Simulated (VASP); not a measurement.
# Si2Mo (I4/mmm) in VASP: further runs

Si2Mo is run at these levels: LDA, revPBE; tasks: single point.

Everything below comes from runs of VASP 6.6.1. Logs are shortened: lines on timing, memory, paths and dates and some standing lists are left out, and cuts for length are marked.

## Step 1: The cell of the first run

It takes space group I4/mmm (No. 139, tetragonal). The conventional cell has a = 3.204 Å, b = 3.204 Å, c = 7.839 Å, α = 90.00°, β = 90.00°, γ = 90.00°. Within 3.4 Å of Si (site symmetry 4mm) lie 9 Si at 2.57 to 3.20 Å and 5 Mo at 2.61 to 2.63 Å. Mo (site symmetry 4/mmm) has 10 Si at 2.61 to 2.63 Å and 4 Mo at 3.20 Å within 3.4 Å.

## Step 2: Single point, LDA

The input, INCAR:

```
SYSTEM = Si2Mo
ALGO = Normal
EDIFF = 1E-6
ENCUT = 520
GGA = CA
ISIF = 2
ISMEAR = 0
LASPH = .True.
LCHARG = .False.
LREAL = .False.
LWAVE = .False.
NBANDS = 18
NELM = 80
PREC = Accurate
SIGMA = 0.05
```

The input, KPOINTS:

```
k-points
0
Gamma
  10 10 10
  0 0 0
```

The input, POSCAR:

```
Si2Mo
1.0
   -1.6022201785      1.6022201785      3.9196126997
    1.6022201785     -1.6022201785      3.9196126997
    1.6022201785      1.6022201785     -3.9196126997
Si Mo
2 1
Direct
    0.3359740690      0.3359740690      0.0000000000
    0.6640259310      0.6640259310      0.0000000000
    0.0000000000      0.0000000000      0.0000000000
```

Potentials or basis: VASP PAW LDA potentials, release 64 (Si, Mo_sv).

Started as:

```sh
$ cat potpaw_LDA.64/Si/POTCAR potpaw_LDA.64/Mo_sv/POTCAR > POTCAR
$ mpirun -np 1 vasp_std > vasp.out
```

OUTCAR:

```text
SYSTEM = Si2Mo
   EDIFF = 1E-6
   ENCUT = 520
   GGA = CA
   ISIF = 2
   ISMEAR = 0
   LASPH = .True.
   LREAL = .False.
   NELM = 80
   PREC = Accurate

 ion  position               nearest neighbor table
   1  0.336  0.336  0.000-   2 2.57   3 2.61   3 2.61   3 2.61   3 2.61   3 2.63   2 2.64   2 2.64
                             2 2.64   2 2.64
   2  0.664  0.664  0.000-   1 2.57   3 2.61   3 2.61   3 2.61   3 2.61   3 2.63   1 2.64   1 2.64
                             1 2.64   1 2.64
   3  0.000  0.000  0.000-   2 2.61   2 2.61   2 2.61   1 2.61   2 2.61   1 2.61   1 2.61   1 2.61
                             1 2.63   2 2.63

  LATTYP: Found a body centered tetragonal cell.
 ALAT       =     3.2044403570
 C/A-ratio  =     2.4463633353

  Lattice vectors:

 A1 = (  -1.6022201785,   1.6022201785,   3.9196126997)
 A2 = (   1.6022201785,  -1.6022201785,   3.9196126997)
 A3 = (   1.6022201785,   1.6022201785,  -3.9196126997)

Analysis of symmetry for initial positions (statically):
=====================================================================
 Subroutine PRICEL returns:
 Original cell was already a primitive cell.

 Routine SETGRP: Setting up the symmetry group for a
 body centered tetragonal supercell.

 Subroutine GETGRP returns: Found 16 space group operations
 (whereof 16 operations were pure point group operations)
 out of a pool of 16 trial point group operations.

The static configuration has the point symmetry D_4h.

Analysis of symmetry for dynamics (positions and initial velocities):
=====================================================================
 Subroutine PRICEL returns:
 Original cell was already a primitive cell.

 Routine SETGRP: Setting up the symmetry group for a
 body centered tetragonal supercell.

 Subroutine GETGRP returns: Found 16 space group operations
 (whereof 16 operations were pure point group operations)
 out of a pool of 16 trial point group operations.

The dynamic configuration has the point symmetry D_4h.

 Subroutine INISYM returns: Found 16 space group operations
 (whereof 16 operations are pure point group operations),
 and found     1 'primitive' translations

----------------------------------------------------------------------------------------

                                     Primitive cell

  volume of cell :      40.2483

  direct lattice vectors                    reciprocal lattice vectors
    -1.602220179  1.602220179  3.919612700     0.000000000  0.312066972  0.127563624
     1.602220179 -1.602220179  3.919612700     0.312066972  0.000000000  0.127563624
     1.602220179  1.602220179 -3.919612700     0.312066972  0.312066972  0.000000000

  length of vectors
     4.527425617  4.527425617  4.527425617     0.337132427  0.337132427  0.441329345

  position of ions in fractional coordinates (direct lattice)
     0.335974069  0.335974069  0.000000000
     0.664025931  0.664025931  0.000000000
     0.000000000  0.000000000  0.000000000

  ion indices of the primitive-cell ions
   primitive index   ion index
                 1           1
                 2           2
                 3           3

----------------------------------------------------------------------------------------

 KPOINTS: k-points

Automatic generation of k-mesh.
 Grid dimensions read from file:
 generate k-points for:   10   10   10

 Generating k-lattice:

  Cartesian coordinates                     Fractional coordinates (reciprocal lattice)
     0.000000000  0.031206697  0.012756362     0.100000000  0.000000000 -0.000000000
     0.031206697  0.000000000  0.012756362     0.000000000  0.100000000 -0.000000000
     0.031206697  0.031206697  0.000000000     0.000000000  0.000000000  0.100000000

  Length of vectors
     0.033713243  0.033713243  0.044132934

  Shift w.r.t. Gamma in fractional coordinates (k-lattice)
     0.000000000  0.000000000  0.000000000

 Subroutine IBZKPT returns following result:
 ===========================================

 Found    102 irreducible k-points:

 Following reciprocal coordinates:
            Coordinates               Weight
  0.000000  0.000000  0.000000      1.000000
  0.100000  0.000000 -0.000000      8.000000
  0.200000  0.000000 -0.000000      8.000000
  0.300000  0.000000  0.000000      8.000000
  0.400000  0.000000  0.000000      8.000000
  0.500000  0.000000 -0.000000      4.000000
[... 16 lines left out ...]
  0.300000  0.300000 -0.000000      8.000000
  0.400000  0.300000 -0.000000     16.000000
 [... further k-points ...]
   k-points           NKPTS =    102   k-points in BZ     NKDIM =    102   number of bands    NBANDS=     18
   number of dos      NEDOS =    301   number of ions     NIONS =      3
   total plane-waves  NPLWV =  46656
   dimension x,y,z NGX =    36 NGY =   36 NGZ =   36
   dimension x,y,z NGXF=    72 NGYF=   72 NGZF=   72
   ions per type =               2   1
   NGX,Y,Z   is equivalent  to a cutoff of  13.22, 13.22, 13.22 a.u.
   NGXF,Y,Z  is equivalent  to a cutoff of  26.44, 26.44, 26.44 a.u.
 SYSTEM =  Si2Mo
   PREC   = accura    normal or accurate (medium, high low for compatibility)
   ISTART =      0    job   : 0-new  1-cont  2-samecut
   ICHARG =      2    charge: 1-file 2-atom 10-const
   ISPIN  =      1    spin polarized calculation?
   LNONCOLLINEAR =      F non collinear calculations
   LSORBIT =      F    spin-orbit coupling
   LASPH  =      T    aspherical Exc in radial PAW
   ENCUT  =  520.0 eV  38.22 Ry    6.18 a.u.   8.42  8.42  8.42*2*pi/ulx,y,z
   NELM   =     80;   NELMIN=  2; NELMDL= -5     # of ELM steps
   EDIFF  = 0.1E-05   stopping-criterion for ELM
   LREAL  =      F    real-space projection
   EDIFFG = 0.1E-04   stopping-criterion for IOM
   NSW    =      0    number of steps for IOM
   IBRION =     -1    ionic relax: 0-MD 1-quasi-New 2-CG
   NFREE  =      0    steps in history (QN), initial steepest desc. (CG)
   ISIF   =      2    stress and relaxation
   ISYM   =      2    0-nonsym 1-usesym 2-fastsym
   POTIM  = 0.5000    time-step for ionic-motion
   TEBEG  =    0.0;   TEEND  =   0.0 temperature during run
   PSTRESS=    0.0 pullay stress
   NELECT =      22.0000    total number of electrons
   NUPDOWN=      -1.0000    fix difference up-down
   EMIN   =  10.00;   EMAX   =-10.00  energy-range for DOS
   EFERMI =   0.00;   METHOD = LEGACY
   ISMEAR =     0;   SIGMA  =   0.05  broadening in eV -4-tet -1-fermi 0-gaus
   EFERMI_NEDOS =   21; number of points for ismear=-14 and -15
   IALGO  =     38    algorithm
   IMIX   =      4    mixing-type and parameters
     AMIX     =   0.40;   BMIX     =  1.00
     AMIX_MAG =   1.60;   BMIX_MAG =  1.00
  volume/ion in A,a.u.               =      13.42        90.54
  Fermi-wavevector in a.u.,A,eV,Ry     =   1.338546  2.529485 24.377622  1.791705
  Thomas-Fermi vector in A             =   2.467008
   LORBIT       =      0    0 simple, 1 ext, 2 COOP (PROOUT), +10 PAW based schemes
   GGA     = CA    functional components
   LHFCALC =     F    Hartree Fock is set to
   AEXX    =    0.0000 exact exchange contribution
   IVDW    =     0    specifies the selected vdW correction
   LEPSILON=     F    determine dielectric tensor
   LRPA    =     F    only Hartree local field effects (RPA)
 non-spin polarized calculation
 Gauss-broadening in eV      SIGMA  =   0.05
  energy-cutoff  :      520.00
  volume of cell :       40.25
 maximum number of plane-waves:      1104
 NGX is ok and might be reduce to    36
   NGX = 17   NGY = 17   NGZ = 17

 number of electron      22.0000000 magnetization

 Free energy of the ion-electron system (eV)
  ---------------------------------------------------
  ext. energy  EPLUGINS =         0.00000000
  ---------------------------------------------------
  free energy    TOTEN  =       -25.80329447 eV

  energy without entropy =      -25.80285561  energy(sigma->0) =      -25.80307504

 E-fermi :  12.0922     XC(G=0): -12.5492

 val. band max:       12.0640659598   @ k =  -0.4000   0.5000   0.4000
 cond. band min:      12.2038903131   @ k =  -0.4000   0.4000   0.4000
 fundamental gap:      0.1398243533
 Fermi energy:        12.0922424558

 k-point     1 :       0.0000    0.0000    0.0000
  band No.  band energies     occupation
      1     -48.1802      2.00000
      2     -22.5228      2.00000
      3     -22.4461      2.00000
      4     -22.4461      2.00000
      5      -1.1640      2.00000
      6       5.7986      2.00000
[... 10 lines left out ...]
     17      17.3250      0.00000
     18      17.3250      0.00000

 k-point     2 :       0.1000    0.0000   -0.0000
  band No.  band energies     occupation
      1     -48.1784      2.00000
      2     -22.5210      2.00000
      3     -22.4713      2.00000
      4     -22.4438      2.00000
      5      -0.9824      2.00000
      6       5.8060      2.00000
[... 10 lines left out ...]
     17      17.4658      0.00000
     18      18.3151      0.00000

 k-point     3 :       0.2000    0.0000   -0.0000
  band No.  band energies     occupation
      1     -48.1737      2.00000
      2     -22.5372      2.00000
      3     -22.5159      2.00000
      4     -22.4376      2.00000
      5      -0.4515      2.00000
      6       5.6877      2.00000
[... 10 lines left out ...]
     17      18.3854      0.00000
     18      20.1708      0.00000

 k-point     4 :       0.3000    0.0000    0.0000
  band No.  band energies     occupation
      1     -48.1679      2.00000
      2     -22.6172      2.00000
      3     -22.5098      2.00000
      4     -22.4300      2.00000
      5       0.3889      2.00000
      6       5.0494      2.00000
[... 10 lines left out ...]
     17      19.2321      0.00000
     18      21.1913      0.00000

 k-point     5 :       0.4000    0.0000    0.0000
  band No.  band energies     occupation
      1     -48.1632      2.00000
      2     -22.6812      2.00000
      3     -22.5048      2.00000
      4     -22.4239      2.00000
      5       1.4739      2.00000
      6       3.9596      2.00000
[... 10 lines left out ...]
     17      18.7966      0.00000
     18      20.2560      0.00000

 k-point     6 :       0.5000    0.0000   -0.0000
  band No.  band energies     occupation
      1     -48.1613      2.00000
      2     -22.7054      2.00000
      3     -22.5029      2.00000
      4     -22.4215      2.00000
      5       2.6926      2.00000
      6       2.7252      2.00000
[... 10 lines left out ...]
     17      18.5583      0.00000
     18      19.3012      0.00000

 k-point     7 :       0.1000    0.1000   -0.0000
  band No.  band energies     occupation
      1     -48.1766      2.00000
      2     -22.5201      2.00000
      3     -22.4706      2.00000
      4     -22.4673      2.00000
      5      -0.7524      2.00000
      6       5.5756      2.00000
[... 10 lines left out ...]
     17      18.4038      0.00000
     18      18.4287      0.00000

 k-point     8 :       0.2000    0.1000   -0.0000
  band No.  band energies     occupation
      1     -48.1719      2.00000
      2     -22.5347      2.00000
      3     -22.5152      2.00000
      4     -22.4623      2.00000
      5      -0.1858      2.00000
      6       5.3243      2.00000
[... 10 lines left out ...]
     17      18.5484      0.00000
     18      20.2390      0.00000
[... 229 lines left out ...]
     17      19.5632      0.00000
     18      20.5870      0.00000

 k-point    20 :      -0.4000    0.2000    0.0000
  band No.  band energies     occupation
      1     -48.1570      2.00000
      2     -22.6676      2.00000
      3     -22.5094      2.00000
      4     -22.4937      2.00000
      5       1.6682      2.00000
      6       4.6616      2.00000
[... 10 lines left out ...]
     17      18.9267      0.00000
     18      19.9818      0.00000

 k-point    21 :      -0.3000    0.2000   -0.0000
  band No.  band energies     occupation
      1     -48.1616      2.00000
      2     -22.6050      2.00000
      3     -22.5167      2.00000
      4     -22.4984      2.00000
      5       0.7212      2.00000
      6       5.9398      2.00000
[... 10 lines left out ...]
     17      17.7086      0.00000
     18      19.7753      0.00000

 k-point    22 :      -0.2000    0.2000    0.0000
  band No.  band energies     occupation
      1     -48.1674      2.00000
      2     -22.5310      2.00000
      3     -22.5217      2.00000
      4     -22.5054      2.00000
      5       0.0188      2.00000
      6       6.6153      2.00000
[... 10 lines left out ...]
     17      18.8685      0.00000
     18      19.7334      0.00000

 k-point    23 :       0.3000    0.3000   -0.0000
  band No.  band energies     occupation
      1     -48.1558      2.00000
      2     -22.5978      2.00000
      3     -22.5907      2.00000
      4     -22.4960      2.00000
      5       1.9921      2.00000
      6       4.3534      2.00000
[... 10 lines left out ...]
     17      19.1260      0.00000
     18      20.5923      0.00000

 k-point    24 :       0.4000    0.3000   -0.0000
  band No.  band energies     occupation
      1     -48.1513      2.00000
      2     -22.6557      2.00000
      3     -22.5853      2.00000
      4     -22.4886      2.00000
      5       2.8557      2.00000
      6       3.9150      2.00000
[... 10 lines left out ...]
     17      19.0562      0.00000
     18      21.1031      0.00000

 [... further k-points ...]

------------------------ aborting loop because EDIFF is reached ----------------------------------------

  FORCE on cell =-STRESS in cart. coord.  units (eV):
  Direction    XX          YY          ZZ          XY          YZ          ZX
  --------------------------------------------------------------------------------------
  -------------------------------------------------------------------------------------
  Total       -1.2543981     -1.2543981     -1.3204979      0.0000000     -0.0000000      0.0000000
  in kB      -49.9342386    -49.9342386    -52.5654933      0.0000000     -0.0000000      0.0000000
  external PRESSURE =     -50.8113235 kB  Pullay stress =       0.0000000 kB

 VOLUME and BASIS-vectors are now :
 -----------------------------------------------------------------------------
  energy-cutoff  :      520.00
  volume of cell :       40.25
      direct lattice vectors                 reciprocal lattice vectors
    -1.602220179  1.602220179  3.919612700     0.000000000  0.312066972  0.127563624
     1.602220179 -1.602220179  3.919612700     0.312066972  0.000000000  0.127563624
     1.602220179  1.602220179 -3.919612700     0.312066972  0.312066972  0.000000000

 POSITION                                       TOTAL-FORCE (eV/Angst)
 -----------------------------------------------------------------------------------
      0.00000      0.00000      2.63378        -0.000000     -0.000000     -0.022939
      0.00000      0.00000      5.20545         0.000000      0.000000      0.022939
      0.00000      0.00000      0.00000         0.000000      0.000000     -0.000000
 -----------------------------------------------------------------------------------
    total drift:                                0.000000     -0.000000     -0.000000

  FREE ENERGIE OF THE ION-ELECTRON SYSTEM (eV)
  ---------------------------------------------------
  free  energy   TOTEN  =       -25.8032944736 eV

  energy  without entropy=      -25.8028556106  energy(sigma->0) =      -25.80307504
```

Run time: 2.2 min. Hardware: 1 thread of Intel Xeon 8259CL, shared host; peak memory 0.21 GiB.

Results:

* Free energy: -25.8033 eV
* Pressure: -5.1 GPa
* Largest force: 0.023 eV/Å
* Band gap on the k mesh: zero (bands 11 and 12 overlap by 0.89 eV)

Forces in eV/Å, atoms in the order of the input:
```
Si   0.000  0.000 -0.023
Si   0.000  0.000  0.023
Mo   0.000  0.000  0.000
```

Caveat: the cell stands under tension.

## Step 3: Single point, revPBE

The input, INCAR:

```
SYSTEM = Si2Mo
PREC = Accurate
ENCUT = 520
EDIFF = 1E-6
ISMEAR = 0
SIGMA = 0.05
LREAL = .False.
LASPH = .True.
NELM = 100
ALGO = Normal
ISIF = 2
LWAVE = .False.
LCHARG = .False.
GGA = RE
NBANDS = 18
```

The input, KPOINTS:

```
regular mesh
0
Gamma
  10 10 10
  0 0 0
```

The input, POSCAR:

```
Si2Mo
1.0
   -1.6015916102      1.6015916102      3.9226899237
    1.6015916102     -1.6015916102      3.9226899237
    1.6015916102      1.6015916102     -3.9226899237
Si Mo
2 1
Direct
    0.3349942472      0.3349942472      0.0000000000
    0.6650057528      0.6650057528      0.0000000000
    0.0000000000      0.0000000000      0.0000000000
```

Potentials or basis: VASP PAW PBE potentials, release 64 (Si, Mo_sv).

Started as:

```sh
$ cat potpaw_PBE.64/Si/POTCAR potpaw_PBE.64/Mo_sv/POTCAR > POTCAR
$ mpirun -np 1 vasp_std > vasp.out
```

Wall time 3 min (1 thread of Intel Xeon 8259CL, shared host); peak memory 0.24 GiB.

Results (log left out):

- Free energy: -22.3230 eV
- Pressure: 4.4 GPa
- Largest force: 0.010 eV/Å
- Band gap on the k mesh: zero (bands 11 and 12 overlap by 0.94 eV)

Forces on the atoms (eV/Å):
```
Si   0.000  0.000 -0.010
Si   0.000  0.000  0.010
Mo   0.000  0.000  0.000
```

Stress tensor (GPa, compression positive):
```
4.47 0.00 0.00
0.00 4.47 0.00
0.00 0.00 4.32
```

Levels at points of the mesh, in eV from the Fermi level:
```tsv
k point	band 9	band 10	band 11	band 12	band 13	band 14
(0.00, 0.00, 0.00)	-2.54	-2.54	0.44	3.23	3.24	3.60
(0.50, 0.00, 0.00)	-2.50	-2.49	-0.43	2.35	3.17	4.16
(0.50, 0.50, 0.00)	-4.36	-2.97	-1.14	2.40	2.82	3.23
(0.50, 0.50, 0.50)	-0.50	-0.50	-0.40	-0.40	0.58	4.83
```

Caveat: the cell stands under pressure; the PAW data sets were made with another functional, which shifts forces and pressure a little.

## Step 4: Single point, revPBE (13.44 Å³/atom)

The input, INCAR:

```
SYSTEM = Si2Mo
ALGO = Normal
EDIFF = 1E-7
ENCUT = 520
GGA = RE
ISIF = 2
ISMEAR = 0
LASPH = .True.
LCHARG = .False.
LREAL = .False.
LWAVE = .False.
NBANDS = 18
NELM = 100
PREC = Accurate
SIGMA = 0.05
```

The input, KPOINTS:

```
k-points
0
Gamma
  10 10 10
  0 0 0
```

The input, POSCAR:

```
Si2Mo
1.0
   -1.6024315105      1.6024315105      3.9241256883
    1.6024315105     -1.6024315105      3.9241256883
    1.6024315105      1.6024315105     -3.9241256883
Si Mo
2 1
Direct
    0.3350050234      0.3350050234      0.0000000000
    0.6649949766      0.6649949766      0.0000000000
    0.0000000000      0.0000000000      0.0000000000
```

Started as:

```sh
$ cat potpaw_PBE.64/Si/POTCAR potpaw_PBE.64/Mo_sv/POTCAR > POTCAR
$ mpirun -np 1 vasp_std > vasp.out
```

Wall time 3.2 min (1 thread of Intel Xeon 8259CL, shared host); peak memory 0.24 GiB.

It converged, with:

- Free energy: -22.3245 eV
- Pressure: 4.1 GPa
- Largest force: 0.009 eV/Å
- Band gap on the k mesh: zero (bands 11 and 12 overlap by 0.94 eV)

Forces on the atoms (eV/Å):
```
Si   0.000  0.000 -0.009
Si   0.000  0.000  0.009
Mo   0.000  0.000  0.000
```

Stress tensor (GPa, compression positive):
```
4.15 0.00 0.00
0.00 4.15 0.00
0.00 0.00 4.02
```

Levels at points of the mesh, in eV from the Fermi level:
```
           k point  band 7  band 8  band 9  band 10  band 11  band 12  band 13  band 14  band 15  band 16
(0.00, 0.00, 0.00)   -3.32   -2.95   -2.54    -2.54     0.44     3.23     3.24     3.59     3.59     4.16
(0.50, 0.00, 0.00)   -4.86   -4.42   -2.49    -2.48    -0.43     2.34     3.17     4.15     4.28     5.55
(0.50, 0.50, 0.00)   -5.57   -5.11   -4.36    -2.97    -1.14     2.39     2.81     3.22     3.40     4.82
(0.50, 0.50, 0.50)   -3.43   -2.11   -0.50    -0.50    -0.41    -0.41     0.58     4.83     5.25     6.07
```

Caveat: the cell stands under pressure; the PAW data sets were made with another functional, which shifts forces and pressure a little.

## Step 5: The runs side by side

| level | potentials or basis | cell | gap on the mesh (eV) | pressure (GPa) | largest force (eV/Å) |
| --- | --- | --- | --- | --- | --- |
| LDA | VASP PAW LDA potentials, release 64 (Si, Mo_sv) | a = 4.527 Å, angles 138.5, 138.5, 60.1°, 3 atoms | none | -5.1 | 0.02 |
| revPBE | VASP PAW PBE potentials, release 64 (Si, Mo_sv) | a = 4.530 Å, angles 138.6, 138.6, 60.0°, 3 atoms | none | 4.4 | 0.01 |
| revPBE | VASP PAW PBE potentials, release 64 (Si, Mo_sv) | a = 4.531 Å, angles 138.6, 138.6, 60.0°, 3 atoms | none | 4.1 | 0.01 |

Alike in all rows: task single point; no spin polarisation; k mesh 10 × 10 × 10; cutoff (eV) 520; smearing gaussian 0.05 eV.

Caveats: the cell stands under pressure (at least some runs); the PAW data sets were made with another functional, which shifts forces and pressure a little (at least some runs); the cell stands under tension (at least some runs).

Absolute energies hang on the potentials; compare differences alone.
